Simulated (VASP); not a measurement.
Set up this calculation in VASP 6.6.1, as the native input.

```
Task                   : single point
Functional             : PBE
Potentials or basis    : VASP PAW PBE potentials, release 64 (Hf_pv)
Cutoff                 : 520 eV
k mesh                 : 10 × 10 × 10
Occupations            : fermi-dirac, width 0.05 eV
Spin                   : no spin polarisation
Dipole correction      : no
Further INCAR settings : ALGO = Fast; EDIFF = 1e-07; NBANDS = 11
```

The structure of Hf lies in POSCAR:

```
Hf
1.0
    0.0000000000      2.2200000000      2.2200000000
    2.2200000000      0.0000000000      2.2200000000
    2.2200000000      2.2200000000      0.0000000000
Hf
1
Direct
    0.0000000000      0.0000000000      0.0000000000
```

The input as run:

INCAR

```
SYSTEM = Hf
PREC = Accurate
ENCUT = 520
EDIFF = 1E-7
ISMEAR = -1
SIGMA = 0.05
LREAL = .FALSE.
LASPH = .TRUE.
NELM = 60
ALGO = Fast
ISIF = 2
LWAVE = .FALSE.
LCHARG = .FALSE.
GGA = PE
NBANDS = 11
```

KPOINTS

```
Automatic mesh
0
G
  10 10 10
  0 0 0
```

Potentials or basis: VASP PAW PBE potentials, release 64 (Hf_pv).

The run is started by

```sh
$ cat potpaw_PBE.64/Hf_pv/POTCAR > POTCAR
$ mpirun -np 1 vasp_std > vasp.out
```

It gave:

| Property | Result |
| --- | --- |
| Pressure | 2.6 GPa |
| Band gap on the k mesh | zero (band 5 reaches 6.31 eV, above the bottom of band 6 at 4.50 eV) |

Caveat: spin-orbit coupling is left out, which moves the levels of the heavy elements.

Wall time 11 s on 1 thread of Intel(R) Xeon(R) Platinum 8259CL CPU @ 2.50GHz (Skylake/Cascade Lake) (shared host), peak memory 0.14 GiB.
